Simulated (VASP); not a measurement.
# InSb (I-4m2) in VASP: a series of runs, part 2 of 2

VASP 6.6.1. Earlier steps stand in the parts before.

### Step 3. Single point, PBE (strain +0.000 along x and y, +0.080 along z)

INCAR reads:

```
SYSTEM = InSb
PREC     = Accurate       ! precision mode
ENCUT    = 520            ! plane-wave cutoff, eV
EDIFF    = 1E-6           ! SCF threshold, eV
ISMEAR   = 0              ! smearing method
SIGMA    = 0.15           ! smearing width, eV
LREAL    = .FALSE.        ! projectors in reciprocal space
LASPH    = .TRUE.         ! aspherical terms in the spheres
NELM     = 60             ! most SCF steps
ALGO     = Normal         ! electronic algorithm
ISIF     = 2              ! what is computed and relaxed
LWAVE    = .FALSE.        ! write WAVECAR
LCHARG   = .FALSE.        ! write CHGCAR
GGA      = PE             ! functional
NBANDS   = 16             ! bands
```

KPOINTS reads:

```
Automatic mesh
0
G
  12 12 12
  0 0 0
```

POSCAR reads:

```
InSb
1.0
    0.0000000000      3.2391000000      3.4982280000
    3.2391000000      0.0000000000      3.4982280000
    3.2391000000      3.2391000000      0.0000000000
In Sb
1 1
Direct
    0.0000000000      0.0000000000      0.0000000000
    0.7500000000      0.7500000000      0.7500000000
```

Potentials or basis: VASP PAW PBE potentials, release 64 (In_d, Sb).

On the command line:

```
cat potpaw_PBE.64/In_d/POTCAR potpaw_PBE.64/Sb/POTCAR > POTCAR
mpirun -np 1 vasp_std > vasp.out
```

OUTCAR:

```text
SYSTEM = InSb
   PREC = Accurate
   ENCUT = 520
   EDIFF = 1E-6
   ISMEAR = 0
   LREAL = .FALSE.
   LASPH = .TRUE.
   NELM = 60
   ISIF = 2
   GGA = PE

 ion  position               nearest neighbor table
   1  0.000  0.000  0.000-   2 2.88   2 2.88   2 2.88   2 2.88
   2  0.750  0.750  0.750-   1 2.88   1 2.88   1 2.88   1 2.88

  LATTYP: Found a body centered tetragonal cell.
 ALAT       =     4.5807791499
 C/A-ratio  =     1.5273506474

  Lattice vectors:

 A1 = (  -3.2391000000,   0.0000000000,   3.4982280000)
 A2 = (   3.2391000000,   0.0000000000,   3.4982280000)
 A3 = (   0.0000000000,   3.2391000000,  -3.4982280000)

Analysis of symmetry for initial positions (statically):
=====================================================================
 Subroutine PRICEL returns:
 Original cell was already a primitive cell.

 Routine SETGRP: Setting up the symmetry group for a
 body centered tetragonal supercell.

 Subroutine GETGRP returns: Found  8 space group operations
 (whereof  8 operations were pure point group operations)
 out of a pool of 16 trial point group operations.

The static configuration has the point symmetry D_2d.

Analysis of symmetry for dynamics (positions and initial velocities):
=====================================================================
 Subroutine PRICEL returns:
 Original cell was already a primitive cell.

 Routine SETGRP: Setting up the symmetry group for a
 body centered tetragonal supercell.

 Subroutine GETGRP returns: Found  8 space group operations
 (whereof  8 operations were pure point group operations)
 out of a pool of 16 trial point group operations.

The dynamic configuration has the point symmetry D_2d.

 Subroutine INISYM returns: Found  8 space group operations
 (whereof  8 operations are pure point group operations),
 and found     1 'primitive' translations

----------------------------------------------------------------------------------------

                                     Primitive cell

  volume of cell :      73.4052

  direct lattice vectors                    reciprocal lattice vectors
     0.000000000  3.239100000  3.498228000    -0.154363867  0.154363867  0.142929506
     3.239100000  0.000000000  3.498228000     0.154363867 -0.154363867  0.142929506
     3.239100000  3.239100000  0.000000000     0.154363867  0.154363867 -0.142929506

  length of vectors
     4.767532690  4.767532690  4.580779150     0.260931505  0.260931505  0.260931505

  position of ions in fractional coordinates (direct lattice)
     0.000000000  0.000000000  0.000000000
     0.750000000  0.750000000  0.750000000

  ion indices of the primitive-cell ions
   primitive index   ion index
                 1           1
                 2           2

----------------------------------------------------------------------------------------

 KPOINTS: Automatic mesh

Automatic generation of k-mesh.
 Grid dimensions read from file:
 generate k-points for:   12   12   12

 Generating k-lattice:

  Cartesian coordinates                     Fractional coordinates (reciprocal lattice)
    -0.012863656  0.012863656  0.011910792     0.083333333 -0.000000000  0.000000000
     0.012863656 -0.012863656  0.011910792    -0.000000000  0.083333333  0.000000000
     0.012863656  0.012863656 -0.011910792     0.000000000  0.000000000  0.083333333

  Length of vectors
     0.021744292  0.021744292  0.021744292

  Shift w.r.t. Gamma in fractional coordinates (k-lattice)
     0.000000000  0.000000000  0.000000000

 Subroutine IBZKPT returns following result:
 ===========================================

 Found    163 irreducible k-points:

 Following reciprocal coordinates:
            Coordinates               Weight
  0.000000  0.000000  0.000000      1.000000
  0.083333  0.000000  0.000000      8.000000
  0.166667 -0.000000  0.000000      8.000000
  0.250000  0.000000  0.000000      8.000000
  0.333333  0.000000  0.000000      8.000000
  0.416667  0.000000  0.000000      8.000000
[... 16 lines left out ...]
  0.500000  0.166667  0.000000      8.000000
 -0.416667  0.166667  0.000000      8.000000
 [... further k-points ...]
   k-points           NKPTS =    163   k-points in BZ     NKDIM =    163   number of bands    NBANDS=     16
   number of dos      NEDOS =    301   number of ions     NIONS =      2
   total plane-waves  NPLWV =  46656
   dimension x,y,z NGX =    36 NGY =   36 NGZ =   36
   dimension x,y,z NGXF=    72 NGYF=   72 NGZF=   72
   ions per type =               1   1
   NGX,Y,Z   is equivalent  to a cutoff of  12.55, 12.55, 13.07 a.u.
   NGXF,Y,Z  is equivalent  to a cutoff of  25.11, 25.11, 26.13 a.u.
 SYSTEM =  InSb
   PREC   = accura    normal or accurate (medium, high low for compatibility)
   ISTART =      0    job   : 0-new  1-cont  2-samecut
   ICHARG =      2    charge: 1-file 2-atom 10-const
   ISPIN  =      1    spin polarized calculation?
   LNONCOLLINEAR =      F non collinear calculations
   LSORBIT =      F    spin-orbit coupling
   LASPH  =      T    aspherical Exc in radial PAW
   ENCUT  =  520.0 eV  38.22 Ry    6.18 a.u.   8.86  8.86  8.52*2*pi/ulx,y,z
   NELM   =     60;   NELMIN=  2; NELMDL= -5     # of ELM steps
   EDIFF  = 0.1E-05   stopping-criterion for ELM
   LREAL  =      F    real-space projection
   EDIFFG = 0.1E-04   stopping-criterion for IOM
   NSW    =      0    number of steps for IOM
   IBRION =     -1    ionic relax: 0-MD 1-quasi-New 2-CG
   NFREE  =      0    steps in history (QN), initial steepest desc. (CG)
   ISIF   =      2    stress and relaxation
   ISYM   =      2    0-nonsym 1-usesym 2-fastsym
   POTIM  = 0.5000    time-step for ionic-motion
   TEBEG  =    0.0;   TEEND  =   0.0 temperature during run
   PSTRESS=    0.0 pullay stress
   NELECT =      18.0000    total number of electrons
   NUPDOWN=      -1.0000    fix difference up-down
   EMIN   =  10.00;   EMAX   =-10.00  energy-range for DOS
   EFERMI =   0.00;   METHOD = LEGACY
   ISMEAR =     0;   SIGMA  =   0.15  broadening in eV -4-tet -1-fermi 0-gaus
   EFERMI_NEDOS =   21; number of points for ismear=-14 and -15
   IALGO  =     38    algorithm
   IMIX   =      4    mixing-type and parameters
     AMIX     =   0.40;   BMIX     =  1.00
     AMIX_MAG =   1.60;   BMIX_MAG =  1.00
  volume/ion in A,a.u.               =      36.70       247.68
  Fermi-wavevector in a.u.,A,eV,Ry     =   1.024684  1.936372 14.285815  1.049978
  Thomas-Fermi vector in A             =   2.158484
   LORBIT       =      0    0 simple, 1 ext, 2 COOP (PROOUT), +10 PAW based schemes
   GGA     = PE    functional components
   LHFCALC =     F    Hartree Fock is set to
   AEXX    =    0.0000 exact exchange contribution
   IVDW    =     0    specifies the selected vdW correction
   LEPSILON=     F    determine dielectric tensor
   LRPA    =     F    only Hartree local field effects (RPA)
 non-spin polarized calculation
 Gauss-broadening in eV      SIGMA  =   0.15
  energy-cutoff  :      520.00
  volume of cell :       73.41
 maximum number of plane-waves:      2022
   NGX = 17   NGY = 17   NGZ = 17

 number of electron      18.0000007 magnetization

 Free energy of the ion-electron system (eV)
  ---------------------------------------------------
  ext. energy  EPLUGINS =         0.00000000
  ---------------------------------------------------
  free energy    TOTEN  =        -6.92701263 eV

  energy without entropy =       -6.92653317  energy(sigma->0) =       -6.92677290

 E-fermi :   4.5307     XC(G=0):  -8.3681

 val. band max:        4.4593254330   @ k =   0.0000   0.0000   0.0000
 cond. band min:       4.6831868081   @ k =   0.5000   0.0000   0.0000
 fundamental gap:      0.2238613751
 Fermi energy:         4.5306800271

 k-point     1 :       0.0000    0.0000    0.0000
  band No.  band energies     occupation
      1     -10.1427      2.00000
      2     -10.1256      2.00000
      3     -10.1256      2.00000
      4     -10.0737      2.00000
      5     -10.0609      2.00000
      6      -5.9167      2.00000
[... 8 lines left out ...]
     15      11.8222      0.00000
     16      12.3683      0.00000
[... 419 lines left out ...]
 k-point    24 :      -0.4167    0.1667    0.0000
  band No.  band energies     occupation
      1     -10.1696      2.00000
      2     -10.1181      2.00000
      3     -10.1087      2.00000
      4     -10.0751      2.00000
      5     -10.0582      2.00000
      6      -4.6101      2.00000
[... 8 lines left out ...]
     15      12.4193      0.00000
     16      12.6800      0.00000

 [... further k-points ...]

------------------------ aborting loop because EDIFF is reached ----------------------------------------

  FORCE on cell =-STRESS in cart. coord.  units (eV):
  Direction    XX          YY          ZZ          XY          YZ          ZX
  --------------------------------------------------------------------------------------
  -------------------------------------------------------------------------------------
  Total        0.2318607      0.2318607     -0.8230389      0.0000000     -0.0000000      0.0000000
  in kB        5.0607047      5.0607047    -17.9640456      0.0000000     -0.0000000      0.0000000
  external PRESSURE =      -2.6142120 kB  Pullay stress =       0.0000000 kB

 VOLUME and BASIS-vectors are now :
 -----------------------------------------------------------------------------
  energy-cutoff  :      520.00
  volume of cell :       73.41
      direct lattice vectors                 reciprocal lattice vectors
     0.000000000  3.239100000  3.498228000    -0.154363867  0.154363867  0.142929506
     3.239100000  0.000000000  3.498228000     0.154363867 -0.154363867  0.142929506
     3.239100000  3.239100000  0.000000000     0.154363867  0.154363867 -0.142929506

 POSITION                                       TOTAL-FORCE (eV/Angst)
 -----------------------------------------------------------------------------------
      0.00000      0.00000      0.00000         0.000000      0.000000      0.000000
      4.85865      4.85865      5.24734        -0.000000     -0.000000      0.000000
 -----------------------------------------------------------------------------------
    total drift:                                0.000000      0.000000      0.000001

  FREE ENERGIE OF THE ION-ELECTRON SYSTEM (eV)
  ---------------------------------------------------
  free  energy   TOTEN  =        -6.9270126281 eV

  energy  without entropy=       -6.9265331665  energy(sigma->0) =       -6.92677290
```

Run time: 58 s. Hardware: 1 thread of Intel Xeon 6975P-C (Granite Rapids), shared host; peak memory 0.35 GiB.

Results:

```
Free energy            : -6.9270 eV
Pressure               : -0.3 GPa
Band gap on the k mesh : zero (filled and empty bands touch)
```

Caveat: the cell differs from its parent crystal (strain +0.000 along x and y, +0.080 along z); spin-orbit coupling is left out, which moves the levels of the heavy elements.

### Step 4. Single point, PBE (strain +0.040 along x and y, +0.000 along z)

INCAR: that of step 3 with these lines changed.

```diff
@@ -3,3 +3,3 @@
 ENCUT    = 520            ! plane-wave cutoff, eV
-EDIFF    = 1E-6           ! SCF threshold, eV
+EDIFF    = 1E-7           ! SCF threshold, eV
 ISMEAR   = 0              ! smearing method
```

KPOINTS is that of step 3.

POSCAR reads:

```
InSb
1.0
    0.0000000000      3.3686640000      3.2391000000
    3.3686640000      0.0000000000      3.2391000000
    3.3686640000      3.3686640000      0.0000000000
In Sb
1 1
Direct
    0.0000000000      0.0000000000      0.0000000000
    0.7500000000      0.7500000000      0.7500000000
```

On the command line:

```
cat potpaw_PBE.64/In_d/POTCAR potpaw_PBE.64/Sb/POTCAR > POTCAR
mpirun -np 1 vasp_std > vasp.out
```

Wall time 72 s (1 thread of Intel Xeon 6975P-C (Granite Rapids), shared host); peak memory 0.34 GiB.

Results (log left out):

```
Free energy : -6.9470 eV
Pressure    : -0.3 GPa
```

Stress tensor (GPa, compression positive):
```
-0.60  0.00  0.00
 0.00 -0.60  0.00
 0.00  0.00  0.36
```

Levels at points of the mesh, in eV from the Fermi level:
| k point | band 6 | band 7 | band 8 | band 9 | band 10 | band 11 | band 12 | band 13 |
| --- | --- | --- | --- | --- | --- | --- | --- | --- |
| (0.00, 0.00, 0.00) | -10.39 | -0.78 | -0.20 | -0.20 | -0.03 | 2.77 | 2.86 | 2.86 |
| (0.50, 0.00, 0.00) | -9.21 | -5.42 | -1.15 | -0.93 | 0.25 | 3.56 | 3.75 | 5.98 |
| (0.50, 0.50, 0.00) | -8.64 | -5.64 | -2.28 | -2.28 | 1.04 | 1.22 | 7.57 | 7.57 |
| (0.50, 0.00, 0.50) | -8.73 | -5.79 | -2.11 | -2.08 | 1.31 | 1.39 | 7.41 | 7.55 |

Caveat: the cell differs from its parent crystal (strain +0.040 along x and y, +0.000 along z); spin-orbit coupling is left out, which moves the levels of the heavy elements.

### Step 5. Single point, PBE (strain +0.080 along x and y, +0.040 along z)

INCAR reads:

```
ALGO = Normal
EDIFF = 1E-7
ENCUT = 520
GGA = PE
ISIF = 2
ISMEAR = 0
LASPH = T
LCHARG = F
LREAL = F
LWAVE = F
NBANDS = 16
NELM = 80
PREC = Accurate
SIGMA = 0.15
```

KPOINTS reads:

```
k-points
0
Gamma
  12 12 12
```

POSCAR reads:

```
InSb
1.0
    0.0000000000      3.4982280000      3.3686640000
    3.4982280000      0.0000000000      3.3686640000
    3.4982280000      3.4982280000      0.0000000000
In Sb
1 1
Direct
    0.0000000000      0.0000000000      0.0000000000
    0.7500000000      0.7500000000      0.7500000000
```

On the command line:

```
cat potpaw_PBE.64/In_d/POTCAR potpaw_PBE.64/Sb/POTCAR > POTCAR
mpirun -np 1 vasp_std > vasp.out
```

Wall time 3.3 min (1 thread of Intel Xeon Platinum 8375C at 2.90GHz (Ice Lake), shared host); peak memory 0.38 GiB.

The run converged. Its results:

* Free energy: -6.8379 eV
* Pressure: -3.3 GPa

Stress tensor (GPa, compression positive):
```
-3.62  0.00  0.00
 0.00 -3.62  0.00
 0.00  0.00 -2.72
```

Levels at points of the mesh, in eV from the Fermi level:
```
           k point  band 5  band 6  band 7  band 8  band 9  band 10  band 11  band 12  band 13  band 14
(0.00, 0.00, 0.00)  -14.37   -9.76   -1.33   -0.16   -0.16    -0.01     2.79     2.88     2.88     5.42
(0.50, 0.00, 0.00)  -14.36   -8.83   -4.96   -0.95   -0.76     0.13     3.57     3.71     5.94     7.11
(0.50, 0.50, 0.00)  -14.36   -8.39   -5.21   -1.91   -1.91     1.09     1.44     6.95     6.95     7.65
(0.50, 0.00, 0.50)  -14.37   -8.46   -5.34   -1.76   -1.74     1.32     1.57     6.82     6.93     7.46
```

Caveat: the cell differs from its parent crystal (strain +0.080 along x and y, +0.040 along z); spin-orbit coupling is left out, which moves the levels of the heavy elements.

### Step 6. Overview

```tsv
cell	gap on the mesh (eV)	pressure (GPa)
a = 4.680, b = 4.680, c = 4.398 Å, angles 62.0, 62.0, 56.0°, 2 atoms	none	3.2
a = 4.768, b = 4.768, c = 4.581 Å, angles 61.3, 61.3, 57.4°, 2 atoms	none	-0.3
a = 4.673, b = 4.673, c = 4.764 Å, angles 59.4, 59.4, 61.3°, 2 atoms	-	-0.3
a = 4.856, b = 4.856, c = 4.947 Å, angles 59.4, 59.4, 61.2°, 2 atoms	-	-3.3
```

Alike in all rows: task single point; level PBE; potentials or basis VASP PAW PBE potentials, release 64 (In_d, Sb); no spin polarisation; k mesh 12 × 12 × 12; cutoff (eV) 520; smearing gaussian 0.15 eV.

Caveats: spin-orbit coupling is left out, which moves the levels of the heavy elements.

Absolute energies hang on the potentials; compare differences alone.
